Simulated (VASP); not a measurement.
# ReBi (P6_3/mmc) in VASP: settings compared

Aim: see how the results for ReBi move with the level of theory and the settings. Levels: PBE, PBEsol, LDA. Tasks: single point.

All numbers are computed with VASP 6.6.1; they aren't measurements. Logs are shortened: lines on timing, memory, paths and dates and some standing lists are left out, and cuts for length are marked.

## 1. The cell of the first run

It takes space group P6_3/mmc (No. 194, hexagonal). Conventional cell: a = 4.444 Å, b = 4.444 Å, c = 5.030 Å, α = 90.00°, β = 90.00°, γ = 120.00°. Within 3.3 Å of Re (site symmetry -3m) lie 2 Re at 2.52 Å and 6 Bi at 2.86 Å. Bi (site symmetry -6m2) has 6 Re at 2.86 Å and 6 Bi at 3.59 Å within 3.8 Å.

## 2. Single point, PBE (21.51 Å³/atom)

The input, INCAR:

```
  PREC = Accurate
  ENCUT = 520
  EDIFF = 1E-6
  ISMEAR = 0
  SIGMA = 0.05
  LREAL = F
  LASPH = T
  NELM = 60
  ALGO = Fast
  ISIF = 2
  LWAVE = F
  LCHARG = F
  GGA = PE
  NBANDS = 30
```

The input, KPOINTS:

```
Automatic mesh
0
Gamma
  10 10 6
```

The input, POSCAR:

```
ReBi
1.0
    4.4442080904      0.0000000000      0.0000000000
   -2.2221040452      3.8487971059      0.0000000000
    0.0000000000      0.0000000000      5.0303197137
Re Bi
2 2
Direct
    0.0000000000      0.0000000000      0.0000000000
    0.0000000000      0.0000000000      0.5000000000
    0.3333333333      0.6666666667      0.2500000000
    0.6666666667      0.3333333333      0.7500000000
```

Potentials or basis: VASP PAW PBE potentials, release 64 (Re, Bi_d).

The run is started by

```bash
cat potpaw_PBE.64/Re/POTCAR potpaw_PBE.64/Bi_d/POTCAR > POTCAR
mpirun -np 1 vasp_std > vasp.out
```

OUTCAR:

```text
PREC = Accurate
   ENCUT = 520
   EDIFF = 1E-6
   ISMEAR = 0
   LREAL = F
   LASPH = T
   NELM = 60
   ISIF = 2
   GGA = PE

 ion  position               nearest neighbor table
   1  0.000  0.000  0.000-   2 2.52   2 2.52   4 2.86   3 2.86   3 2.86   4 2.86   4 2.86   3 2.86

   2  0.000  0.000  0.500-   1 2.52   1 2.52   4 2.86   3 2.86   3 2.86   4 2.86   4 2.86   3 2.86

   3  0.333  0.667  0.250-   1 2.86   2 2.86   1 2.86   2 2.86   1 2.86   2 2.86   4 3.59   4 3.59
                             4 3.59   4 3.59   4 3.59   4 3.59
   4  0.667  0.333  0.750-   1 2.86   2 2.86   1 2.86   2 2.86   1 2.86   2 2.86   3 3.59   3 3.59
                             3 3.59   3 3.59   3 3.59   3 3.59

  LATTYP: Found a hexagonal cell.
 ALAT       =     4.4442080904
 C/A-ratio  =     1.1318821287

  Lattice vectors:

 A1 = (   4.4442080904,   0.0000000000,   0.0000000000)
 A2 = (  -2.2221040452,   3.8487971059,   0.0000000000)
 A3 = (   0.0000000000,   0.0000000000,   5.0303197137)

Analysis of symmetry for initial positions (statically):
=====================================================================
 Subroutine PRICEL returns:
 Original cell was already a primitive cell.

 Routine SETGRP: Setting up the symmetry group for a
 hexagonal supercell.

 Subroutine GETGRP returns: Found 24 space group operations
 (whereof 12 operations were pure point group operations)
 out of a pool of 24 trial point group operations.

The static configuration has the point symmetry D_3d.
 The point group associated with its full space group is D_6h.

Analysis of symmetry for dynamics (positions and initial velocities):
=====================================================================
 Subroutine PRICEL returns:
 Original cell was already a primitive cell.

 Routine SETGRP: Setting up the symmetry group for a
 hexagonal supercell.

 Subroutine GETGRP returns: Found 24 space group operations
 (whereof 12 operations were pure point group operations)
 out of a pool of 24 trial point group operations.

The dynamic configuration has the point symmetry D_3d.
 The point group associated with its full space group is D_6h.

 Subroutine INISYM returns: Found 24 space group operations
 (whereof 12 operations are pure point group operations),
 and found     1 'primitive' translations

----------------------------------------------------------------------------------------

                                     Primitive cell

  volume of cell :      86.0429

  direct lattice vectors                    reciprocal lattice vectors
     4.444208090  0.000000000  0.000000000     0.225011966  0.129910719  0.000000000
    -2.222104045  3.848797106  0.000000000     0.000000000  0.259821438  0.000000000
     0.000000000  0.000000000  5.030319714     0.000000000  0.000000000  0.198794521

  length of vectors
     4.444208090  4.444208090  5.030319714     0.259821438  0.259821438  0.198794521

  position of ions in fractional coordinates (direct lattice)
     0.000000000  0.000000000  0.000000000
     0.000000000  0.000000000  0.500000000
     0.333333333  0.666666667  0.250000000
     0.666666667  0.333333333  0.750000000

  ion indices of the primitive-cell ions
   primitive index   ion index
                 1           1
                 2           2
                 3           3
                 4           4

----------------------------------------------------------------------------------------

 KPOINTS: Automatic mesh

Automatic generation of k-mesh.
 Grid dimensions read from file:
 generate k-points for:   10   10    6

 Generating k-lattice:

  Cartesian coordinates                     Fractional coordinates (reciprocal lattice)
     0.022501197  0.012991072  0.000000000     0.100000000  0.000000000  0.000000000
     0.000000000  0.025982144  0.000000000     0.000000000  0.100000000  0.000000000
     0.000000000  0.000000000  0.033132420     0.000000000  0.000000000  0.166666667

  Length of vectors
     0.025982144  0.025982144  0.033132420

  Shift w.r.t. Gamma in fractional coordinates (k-lattice)
[... 48 lines left out ...]
  ---------------------------------------------------
  free energy    TOTEN  =       -29.15748524 eV

  energy without entropy =      -29.15145188  energy(sigma->0) =      -29.15446856

 E-fermi :   8.4887     XC(G=0): -11.7056

 val. band max:        8.4885651732   @ k =   0.1000   0.0000   0.1667
 cond. band min:       8.4949021713   @ k =   0.4000   0.1000   0.3333
 fundamental gap:      0.0063369981
 Fermi energy:         8.4887457382

 k-point     1 :       0.0000    0.0000    0.0000
  band No.  band energies     occupation
      1     -14.3381      2.00000
      2     -14.3381      2.00000
      3     -14.2893      2.00000
      4     -14.2480      2.00000
      5     -14.2480      2.00000
      6     -14.2358      2.00000
[... 22 lines left out ...]
     29      13.8837      0.00000
     30      14.2269      0.00000

 k-point     2 :       0.1000    0.0000    0.0000
  band No.  band energies     occupation
      1     -14.3378      2.00000
      2     -14.3341      2.00000
      3     -14.2913      2.00000
      4     -14.2467      2.00000
      5     -14.2450      2.00000
      6     -14.2418      2.00000
[... 22 lines left out ...]
     29      13.5130      0.00000
     30      13.6415      0.00000

 k-point     3 :       0.2000    0.0000    0.0000
  band No.  band energies     occupation
      1     -14.3369      2.00000
      2     -14.3248      2.00000
      3     -14.2938      2.00000
      4     -14.2566      2.00000
      5     -14.2431      2.00000
      6     -14.2314      2.00000
[... 22 lines left out ...]
     29      13.4256      0.00000
     30      14.0983      0.00000

 k-point     4 :       0.3000   -0.0000    0.0000
  band No.  band energies     occupation
      1     -14.3358      2.00000
      2     -14.3182      2.00000
      3     -14.2961      2.00000
      4     -14.2636      2.00000
      5     -14.2387      2.00000
      6     -14.2350      2.00000
[... 616 lines left out ...]
     29      14.1975      0.00000
     30      14.8169      0.00000

 k-point    23 :       0.3000    0.1000    0.1667
  band No.  band energies     occupation
      1     -14.3364      2.00000
      2     -14.3095      2.00000
      3     -14.2906      2.00000
      4     -14.2667      2.00000
      5     -14.2474      2.00000
      6     -14.2419      2.00000
[... 22 lines left out ...]
     29      14.2161      0.00000
     30      14.6557      0.00000

 k-point    24 :       0.4000    0.1000    0.1667
  band No.  band energies     occupation
      1     -14.3384      2.00000
      2     -14.3073      2.00000
      3     -14.2926      2.00000
      4     -14.2617      2.00000
      5     -14.2519      2.00000
      6     -14.2389      2.00000
[... 22 lines left out ...]
     29      14.3649      0.00000
     30      14.5765      0.00000

 [... further k-points ...]

------------------------ aborting loop because EDIFF is reached ----------------------------------------

  FORCE on cell =-STRESS in cart. coord.  units (eV):
  Direction    XX          YY          ZZ          XY          YZ          ZX
  --------------------------------------------------------------------------------------
  -------------------------------------------------------------------------------------
  Total        4.2940292      4.2940292      4.1033611      0.0000000     -0.0000000      0.0000000
  in kB       79.9577532     79.9577531     76.4073841      0.0000000     -0.0000000      0.0000000
  external PRESSURE =      78.7742968 kB  Pullay stress =       0.0000000 kB

 VOLUME and BASIS-vectors are now :
 -----------------------------------------------------------------------------
  energy-cutoff  :      520.00
  volume of cell :       86.04
      direct lattice vectors                 reciprocal lattice vectors
     4.444208090  0.000000000  0.000000000     0.225011966  0.129910719  0.000000000
    -2.222104045  3.848797106  0.000000000     0.000000000  0.259821438  0.000000000
     0.000000000  0.000000000  5.030319714     0.000000000  0.000000000  0.198794521

 POSITION                                       TOTAL-FORCE (eV/Angst)
 -----------------------------------------------------------------------------------
      0.00000      0.00000      0.00000         0.000000      0.000000      0.000000
      0.00000      0.00000      2.51516         0.000000      0.000000      0.000000
     -0.00000      2.56586      1.25758        -0.000000     -0.000000     -0.000000
      2.22210      1.28293      3.77274         0.000000      0.000000      0.000000
 -----------------------------------------------------------------------------------
    total drift:                               -0.000000      0.000000     -0.000000

  FREE ENERGIE OF THE ION-ELECTRON SYSTEM (eV)
  ---------------------------------------------------
  free  energy   TOTEN  =       -29.1574852424 eV

  energy  without entropy=      -29.1514518778  energy(sigma->0) =      -29.15446856
```

Wall time 2.4 min (1 thread of Intel Xeon 6975P-C (Granite Rapids), shared host); peak memory 0.29 GiB.

What came out:

```
Free energy            : -29.1575 eV
Pressure               : 7.9 GPa
Band gap on the k mesh : zero (bands 22 and 23 overlap by 1.25 eV)
```

Levels at points of the mesh, in eV from the Fermi level:
```tsv
k point	band 19	band 20	band 21	band 22	band 23	band 24	band 25	band 26
(0.00, 0.00, 0.00)	-0.53	-0.53	0.29	0.29	2.28	2.28	2.34	3.21
(0.50, 0.00, 0.00)	-2.12	-1.81	-1.62	-0.07	-0.05	0.61	2.14	2.31
(0.00, 0.00, 0.50)	-1.43	-1.43	-1.43	-1.43	-0.82	-0.82	4.21	4.21
(0.50, 0.00, 0.50)	-1.08	-1.08	-0.80	-0.80	-0.78	-0.78	2.11	2.11
```

Caveat: the cell stands under pressure; spin-orbit coupling is left out, which moves the levels of the heavy elements.

## 3. Single point, PBE (21.85 Å³/atom)

This run uses another cell than the first one, of 21.85 Å³/atom.

The input, INCAR:

```
ALGO     = Fast           # electronic algorithm
EDIFF    = 1E-6           # SCF threshold, eV
ENCUT    = 520            # plane-wave cutoff, eV
GGA      = PE             # functional
ISIF     = 2              # what is computed and relaxed
ISMEAR   = 0              # smearing method
LASPH    = T              # aspherical terms in the spheres
LCHARG   = F              # write CHGCAR
LREAL    = F              # projectors in reciprocal space
LWAVE    = F              # write WAVECAR
NBANDS   = 30             # bands
NELM     = 100            # most SCF steps
PREC     = Accurate       # precision mode
SIGMA    = 0.05           # smearing width, eV
```

The input, KPOINTS:

```
k-points
0
Gamma
  10 10 6
```

The input, POSCAR:

```
ReBi
1.0
    4.4759619380      0.0000000000      0.0000000000
   -2.2379809690      3.8762967447      0.0000000000
    0.0000000000      0.0000000000      5.0379170763
Re Bi
2 2
Direct
    0.0000000000      0.0000000000      0.0000000000
    0.0000000000      0.0000000000      0.5000000000
    0.3333333333      0.6666666667      0.2500000000
    0.6666666667      0.3333333333      0.7500000000
```

Potentials or basis: VASP PAW PBE potentials, release 64 (Re, Bi_d).

The run is started by

```bash
cat potpaw_PBE.64/Re/POTCAR potpaw_PBE.64/Bi_d/POTCAR > POTCAR
mpirun -np 1 vasp_std > vasp.out
```

Wall time 2.2 min (1 thread of Intel Xeon 6975P-C (Granite Rapids), shared host); peak memory 0.3 GiB.

It converged, with:

```yaml
Free_energy: -29.2152 eV
Pressure: 5.4 GPa
Band_gap_on_the_k_mesh: zero (bands 22 and 23 overlap by 1.30 eV)
```

Stress tensor (GPa, compression positive):
```
5.50 0.00 0.00
0.00 5.50 0.00
0.00 0.00 5.12
```

Levels at points of the mesh, in eV from the Fermi level:
| k point | band 18 | band 19 | band 20 | band 21 | band 22 | band 23 | band 24 | band 25 | band 26 | band 27 |
| --- | --- | --- | --- | --- | --- | --- | --- | --- | --- | --- |
| (0.00, 0.00, 0.00) | -3.00 | -0.50 | -0.50 | 0.25 | 0.25 | 2.29 | 2.29 | 2.33 | 3.09 | 3.17 |
| (0.50, 0.00, 0.00) | -2.30 | -2.05 | -1.76 | -1.60 | -0.06 | -0.04 | 0.53 | 2.15 | 2.31 | 5.18 |
| (0.00, 0.00, 0.50) | -2.29 | -1.40 | -1.40 | -1.40 | -1.40 | -0.86 | -0.86 | 4.12 | 4.12 | 4.12 |
| (0.50, 0.00, 0.50) | -2.31 | -1.06 | -1.06 | -0.78 | -0.78 | -0.76 | -0.76 | 2.07 | 2.07 | 2.87 |

Caveat: the cell stands under pressure; spin-orbit coupling is left out, which moves the levels of the heavy elements.

## 4. Single point, PBE (22.31 Å³/atom)

This run uses another cell than the first one, of 22.31 Å³/atom.

The input, INCAR:

```
SYSTEM = ReBi
ALGO = Fast
EDIFF = 1E-6
ENCUT = 520
GGA = PE
ISIF = 2
ISMEAR = 0
LASPH = .True.
LCHARG = .False.
LREAL = .False.
LWAVE = .False.
NBANDS = 30
NELM = 100
PREC = Accurate
SIGMA = 0.05
```

The input, KPOINTS:

```
k-points
0
Gamma
  10 10 6
  0 0 0
```

The input, POSCAR:

```
ReBi
1.0
    4.5190202771      0.0000000000      0.0000000000
   -2.2595101385      3.9135863602      0.0000000000
    0.0000000000      0.0000000000      5.0453354544
Re Bi
2 2
Direct
    0.0000000000      0.0000000000      0.0000000000
    0.0000000000      0.0000000000      0.5000000000
    0.3333333333      0.6666666667      0.2500000000
    0.6666666667      0.3333333333      0.7500000000
```

The run is started by

```bash
cat potpaw_PBE.64/Re/POTCAR potpaw_PBE.64/Bi_d/POTCAR > POTCAR
mpirun -np 1 vasp_std > vasp.out
```

It took 2.1 min on 1 thread of Intel Xeon 6975P-C (Granite Rapids), shared host; peak memory 0.3 GiB.

It converged, with:

- Free energy: -29.2610 eV
- Pressure: 2.4 GPa
- Band gap on the k mesh: zero (bands 22 and 23 overlap by 1.37 eV)

Stress tensor (GPa, compression positive):
```
2.53 0.00 0.00
0.00 2.53 0.00
0.00 0.00 2.19
```

Levels at points of the mesh, in eV from the Fermi level:
```
           k point  band 18  band 19  band 20  band 21  band 22  band 23  band 24  band 25  band 26  band 27
(0.00, 0.00, 0.00)    -2.96    -0.46    -0.46     0.20     0.20     2.30     2.30     2.32     2.83     3.11
(0.50, 0.00, 0.00)    -2.30    -1.98    -1.70    -1.58    -0.06    -0.02     0.42     2.17     2.32     5.07
(0.00, 0.00, 0.50)    -2.24    -1.37    -1.37    -1.37    -1.37    -0.93    -0.93     4.00     4.00     4.00
(0.50, 0.00, 0.50)    -2.26    -1.05    -1.05    -0.76    -0.76    -0.74    -0.74     2.02     2.02     2.73
```

Caveat: spin-orbit coupling is left out, which moves the levels of the heavy elements.

## 5. Single point, PBEsol

This run uses another cell than the first one, of 22.76 Å³/atom.

The input, INCAR:

```
SYSTEM = ReBi
PREC = Accurate
ENCUT = 520
EDIFF = 1E-6
ISMEAR = 0
SIGMA = 0.05
LREAL = .False.
LASPH = .True.
NELM = 100
ALGO = Fast
ISIF = 2
LWAVE = .False.
LCHARG = .False.
GGA = PS
NBANDS = 30
```

The input, KPOINTS:

```
Automatic mesh
0
Gamma
  10 10 6
  0 0 0
```

The input, POSCAR:

```
ReBi
1.0
    4.5612436357      0.0000000000      0.0000000000
   -2.2806218178      3.9501528614      0.0000000000
    0.0000000000      0.0000000000      5.0534271638
Re Bi
2 2
Direct
    0.0000000000      0.0000000000      0.0000000000
    0.0000000000      0.0000000000      0.5000000000
    0.3333333333      0.6666666667      0.2500000000
    0.6666666667      0.3333333333      0.7500000000
```

The run is started by

```bash
cat potpaw_PBE.64/Re/POTCAR potpaw_PBE.64/Bi_d/POTCAR > POTCAR
mpirun -np 1 vasp_std > vasp.out
```

It took 2.3 min on 1 thread of Intel Xeon 6975P-C (Granite Rapids), shared host; peak memory 0.31 GiB.

It converged, with:

```yaml
Free_energy: -31.9678 eV
Pressure: -5.3 GPa
Band_gap_on_the_k_mesh: zero (bands 22 and 23 overlap by 1.44 eV)
```

Stress tensor (GPa, compression positive):
```
-4.84  0.00  0.00
 0.00 -4.84  0.00
 0.00  0.00 -6.11
```

Levels at points of the mesh, in eV from the Fermi level:
| k point | band 19 | band 20 | band 21 | band 22 | band 23 | band 24 | band 25 | band 26 |
| --- | --- | --- | --- | --- | --- | --- | --- | --- |
| (0.00, 0.00, 0.00) | -0.42 | -0.42 | 0.15 | 0.15 | 2.27 | 2.29 | 2.30 | 2.56 |
| (0.50, 0.00, 0.00) | -1.91 | -1.65 | -1.55 | -0.05 | -0.01 | 0.30 | 2.18 | 2.31 |
| (0.00, 0.00, 0.50) | -1.34 | -1.34 | -1.34 | -1.34 | -1.01 | -1.01 | 3.87 | 3.87 |
| (0.50, 0.00, 0.50) | -1.04 | -1.04 | -0.74 | -0.74 | -0.73 | -0.73 | 1.95 | 1.95 |

Caveat: the cell stands under tension; the PAW data sets were made with another functional, which shifts forces and pressure a little; spin-orbit coupling is left out, which moves the levels of the heavy elements.

## 6. Single point, LDA

This run uses another cell than the first one, of 22.76 Å³/atom.

The input, INCAR:

```
SYSTEM = ReBi
PREC = Accurate
ENCUT = 520
EDIFF = 1E-6
ISMEAR = 0
SIGMA = 0.05
LREAL = .FALSE.
LASPH = .TRUE.
NELM = 60
ALGO = Fast
ISIF = 2
LWAVE = .FALSE.
LCHARG = .TRUE.
GGA = CA
LELF = .TRUE.
LVHAR = .TRUE.
NBANDS = 30
```

The input, KPOINTS:

```
Automatic mesh
0
G
  10 10 6
  0 0 0
```

POSCAR is that of step 5.

Potentials or basis: VASP PAW LDA potentials, release 64 (Re, Bi_d).

The run is started by

```bash
cat potpaw_LDA.64/Re/POTCAR potpaw_LDA.64/Bi_d/POTCAR > POTCAR
mpirun -np 1 vasp_std > vasp.out
```

It took 1.8 min on 1 thread of Intel Xeon 6975P-C (Granite Rapids), shared host; peak memory 0.27 GiB.

The run converged. Its results:

| Item | Value |
| --- | --- |
| Free energy | -33.3401 eV |
| Pressure | -7.6 GPa |
| Band gap on the k mesh | zero (bands 22 and 23 overlap by 1.42 eV) |

Stress tensor (GPa, compression positive):
```
-6.98  0.00  0.00
 0.00 -6.98  0.00
 0.00  0.00 -8.82
```

Levels at points of the mesh, in eV from the Fermi level:
```csv
k point,band 20,band 21,band 22,band 23,band 24,band 25
"(0.00, 0.00, 0.00)",-0.43,0.17,0.17,2.26,2.26,2.34
"(0.50, 0.00, 0.00)",-1.62,-1.55,-0.05,-0.02,0.28,2.15
"(0.00, 0.00, 0.50)",-1.33,-1.33,-1.33,-0.98,-0.98,3.85
"(0.50, 0.00, 0.50)",-1.04,-0.74,-0.74,-0.74,-0.74,1.94
```

Caveat: the cell stands under tension; spin-orbit coupling is left out, which moves the levels of the heavy elements.

## 7. Summary

| level | potentials or basis | cell | gap on the mesh (eV) | pressure (GPa) |
| --- | --- | --- | --- | --- |
| PBE | VASP PAW PBE potentials, release 64 (Re, Bi_d) | a = 4.444, b = 4.444, c = 5.030 Å, angles 90.0, 90.0, 120.0°, 4 atoms | none | 7.9 |
| PBE | VASP PAW PBE potentials, release 64 (Re, Bi_d) | a = 4.476, b = 4.476, c = 5.038 Å, angles 90.0, 90.0, 120.0°, 4 atoms | none | 5.4 |
| PBE | VASP PAW PBE potentials, release 64 (Re, Bi_d) | a = 4.519, b = 4.519, c = 5.045 Å, angles 90.0, 90.0, 120.0°, 4 atoms | none | 2.4 |
| PBEsol | VASP PAW PBE potentials, release 64 (Re, Bi_d) | a = 4.561, b = 4.561, c = 5.053 Å, angles 90.0, 90.0, 120.0°, 4 atoms | none | -5.3 |
| LDA | VASP PAW LDA potentials, release 64 (Re, Bi_d) | a = 4.561, b = 4.561, c = 5.053 Å, angles 90.0, 90.0, 120.0°, 4 atoms | none | -7.6 |

Alike in all rows: task single point; no spin polarisation; k mesh 10 × 10 × 6; cutoff (eV) 520; smearing gaussian 0.05 eV.

Caveats: spin-orbit coupling is left out, which moves the levels of the heavy elements; the cell stands under pressure (at least some runs); the cell stands under tension (at least some runs); the PAW data sets were made with another functional, which shifts forces and pressure a little (at least some runs).

Total energies depend on the potentials used, so only differences within one code and one set of settings carry meaning.

The gap in the log of VASP goes by the Fermi energy; the results here count the filled bands.